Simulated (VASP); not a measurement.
A run of VASP 6.6.1 is set up as follows.

File INCAR:

```
SYSTEM = CaInC6N6
  ALGO = Normal
  EDIFF = 1E-6
  ENCUT = 520
  GGA = PE
  ISIF = 2
  ISMEAR = 0
  ISPIN = 2
  LASPH = .True.
  LCHARG = .False.
  LORBIT = 11
  LREAL = .False.
  LWAVE = .False.
  MAGMOM = 0 0 1 1 1 1 1 1 1 1 1 1 1 1
  NBANDS = 56
  NELM = 150
  PREC = Accurate
  SIGMA = 0.1
```

The input KPOINTS:

```
k-points
0
Gamma
  4 4 4
  0 0 0
```

The input POSCAR:

```
CaInC6N6
1.0
    0.0000000000      5.3810000000      5.3810000000
    5.3810000000      0.0000000000      5.3810000000
    5.3810000000      5.3810000000      0.0000000000
Ca In C N
1 1 6 6
Direct
    0.5000000000      0.5000000000      0.5000000000
    0.0000000000      0.0000000000      0.0000000000
    0.8140680200      0.1859319800      0.1859319800
    0.1859319800      0.8140680200      0.1859319800
    0.1859319800      0.1859319800      0.8140680200
    0.1859319800      0.8140680200      0.8140680200
    0.8140680200      0.1859319800      0.8140680200
    0.8140680200      0.8140680200      0.1859319800
    0.7053521700      0.2946478300      0.2946478300
    0.2946478300      0.7053521700      0.2946478300
    0.2946478300      0.2946478300      0.7053521700
    0.2946478300      0.7053521700      0.7053521700
    0.7053521700      0.2946478300      0.7053521700
    0.7053521700      0.7053521700      0.2946478300
```

Potentials or basis: VASP PAW PBE potentials, release 64 (Ca_sv, In_d, C, N).

The run is started by

```sh
$ cat potpaw_PBE.64/Ca_sv/POTCAR potpaw_PBE.64/In_d/POTCAR potpaw_PBE.64/C/POTCAR potpaw_PBE.64/N/POTCAR > POTCAR
$ mpirun -np 1 vasp_std > vasp.out
```

Q: What does it give for the pressure?

A: 14.1 GPa.

Q: Predict the net moment.

A: 1.00 μB per cell.

Forces in eV/Å, atoms in the order of the input:
```
Ca   0.000  0.000  0.000
In   0.000  0.000  0.000
C    4.952  0.000  0.000
C    0.000  4.952  0.000
C    0.000  0.000  4.952
C   -4.952  0.000  0.000
C    0.000 -4.952  0.000
C    0.000  0.000 -4.952
N   -2.148  0.000  0.000
N    0.000 -2.148  0.000
N    0.000  0.000 -2.148
N    2.148  0.000  0.000
N    0.000  2.148  0.000
N    0.000  0.000  2.148
```

Caveat: the cell stands under pressure; forces of over 1 eV/Å act on the atoms, so gaps and moduli don't describe the material at rest.
